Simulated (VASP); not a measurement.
Set up this calculation in VASP 6.6.1, as the native input.

- Task: single point
- Functional: r2SCAN
- Potentials or basis: VASP PAW PBE potentials, release 64 (C, Ca_sv)
- Cutoff: 520 eV
- k mesh: 8 × 8 × 8
- Occupations: fermi-dirac, width 0.02 eV
- Spin: no spin polarisation
- Dipole correction: no
- Further INCAR settings: ALGO = Normal; EDIFF = 1e-06; NBANDS = 19

Crystal: Ca2C.

```xyz
3
Lattice="0.0000 3.0260 3.0260 3.0260 0.0000 3.0260 3.0260 3.0260 0.0000" Properties=species:S:1:pos:R:3 pbc="T T T"
C     0.0000    0.0000    0.0000
Ca    1.5130    1.5130    1.5130
Ca    4.5389    4.5389    4.5389
```

This cell differs from its parent crystal: strain -3.3%.

The input as run:

POSCAR

```
Ca2C
1.0
    0.0000000000      3.0259629592      3.0259629592
    3.0259629592      0.0000000000      3.0259629592
    3.0259629592      3.0259629592      0.0000000000
C Ca
1 2
Direct
    0.0000000000      0.0000000000      0.0000000000
    0.2500000000      0.2500000000      0.2500000000
    0.7500000000      0.7500000000      0.7500000000
```

INCAR.step1

```
PREC     = Accurate       # precision mode
ENCUT    = 520            # plane-wave cutoff, eV
ISMEAR   = -1             # smearing method
SIGMA    = 0.02           # smearing width, eV
LREAL    = False          # projectors in reciprocal space
LASPH    = True           # aspherical terms in the spheres
NELM     = 80             # most SCF steps
NBANDS   = 19             # bands
GGA      = PE             # functional
ALGO     = Normal         # electronic algorithm
EDIFF    = 1E-4           # SCF threshold, eV
LWAVE    = True           # write WAVECAR
LCHARG   = False          # write CHGCAR
```

INCAR.step2

```
PREC     = Accurate       # precision mode
ENCUT    = 520            # plane-wave cutoff, eV
EDIFF    = 1E-6           # SCF threshold, eV
ISMEAR   = -1             # smearing method
SIGMA    = 0.02           # smearing width, eV
LREAL    = False          # projectors in reciprocal space
LASPH    = True           # aspherical terms in the spheres
NELM     = 80             # most SCF steps
ALGO     = Normal         # electronic algorithm
ISIF     = 2              # what is computed and relaxed
LWAVE    = False          # write WAVECAR
LCHARG   = False          # write CHGCAR
METAGGA  = R2SCAN         # meta-GGA
LMIXTAU  = True         
NBANDS   = 19             # bands
ISTART   = 1
```

KPOINTS

```
Automatic mesh
0
Gamma
  8 8 8
```

Potentials or basis: VASP PAW PBE potentials, release 64 (C, Ca_sv).

Command:

```console
$ cat potpaw_PBE.64/C/POTCAR potpaw_PBE.64/Ca_sv/POTCAR > POTCAR
$ cp INCAR.step1 INCAR
$ mpirun -np 1 vasp_std > vasp.out
$ cp INCAR.step2 INCAR
$ mpirun -np 1 vasp_std > vasp.out
```

Results of the run:

```yaml
Pressure: 7.5 GPa
Band_gap_on_the_k_mesh: 0.28 eV
```

Caveat: the cell differs from its parent crystal (strain -3.3%); the cell stands under pressure; the PAW data sets were made with another functional, which shifts forces and pressure a little.

Wall time 60 s on 1 thread of Intel(R) Xeon(R) Platinum 8488C (Sapphire Rapids), with other jobs on the host, peak memory 0.19 GiB.
